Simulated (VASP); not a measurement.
Input of a VASP 6.6.1 run:

POSCAR

```
SnO
1.0
    3.5793717692      0.0000000000      0.0000000000
    0.0000000000      3.5793717692      0.0000000000
    0.0000000000      0.0000000000      5.5378595727
Sn O
2 2
Direct
    0.0000000000      0.5000000000      0.2213370835
    0.5000000000      0.0000000000      0.7786629165
    0.5000000000      0.5000000000      0.0000000000
    0.0000000000      0.0000000000      0.0000000000
```

The input INCAR.step1:

```
PREC     = Accurate       # precision mode
ENCUT    = 520            # plane-wave cutoff, eV
ISMEAR   = 0              # smearing method
SIGMA    = 0.01           # smearing width, eV
LREAL    = False          # projectors in reciprocal space
LASPH    = True           # aspherical terms in the spheres
NELM     = 60             # most SCF steps
NBANDS   = 28             # bands
GGA      = PE             # functional
ALGO     = Normal         # electronic algorithm
EDIFF    = 1E-4           # SCF threshold, eV
LWAVE    = True           # write WAVECAR
LCHARG   = False          # write CHGCAR
```

File INCAR.step2:

```
PREC     = Accurate       # precision mode
ENCUT    = 520            # plane-wave cutoff, eV
EDIFF    = 1E-6           # SCF threshold, eV
ISMEAR   = 0              # smearing method
SIGMA    = 0.01           # smearing width, eV
LREAL    = False          # projectors in reciprocal space
LASPH    = True           # aspherical terms in the spheres
NELM     = 60             # most SCF steps
ALGO     = Normal         # electronic algorithm
ISIF     = 2              # what is computed and relaxed
LWAVE    = False          # write WAVECAR
LCHARG   = False          # write CHGCAR
METAGGA  = R2SCAN         # meta-GGA
LMIXTAU  = True         
NBANDS   = 28             # bands
ISTART   = 1
```

KPOINTS

```
Automatic mesh
0
Gamma
  10 10 8
```

Potentials or basis: VASP PAW PBE potentials, release 64 (Sn_d, O).

Run with:

```console
$ cat potpaw_PBE.64/Sn_d/POTCAR potpaw_PBE.64/O/POTCAR > POTCAR
$ cp INCAR.step1 INCAR
$ mpirun -np 1 vasp_std > vasp.out
$ cp INCAR.step2 INCAR
$ mpirun -np 1 vasp_std > vasp.out
```

(1) Estimate the pressure.

(2) Predict the band gap on the k mesh.

(3) What does it give for the largest force?

## Answers

(1) 8.7 GPa.

(2) 0.72 eV (least direct gap 2.70 eV).

(3) 0.169 eV/Å.

Caveat: the cell differs from its parent crystal (biaxial strain in the a-b plane: -6.0 %, then relaxed in part); the stress differs along the axes, from 1 to 13 GPa; semilocal functionals underestimate gaps, and a narrow one can read as zero; the PAW data sets were made with another functional, which shifts forces and pressure a little; spin-orbit coupling is left out, which moves the levels of the heavy elements.
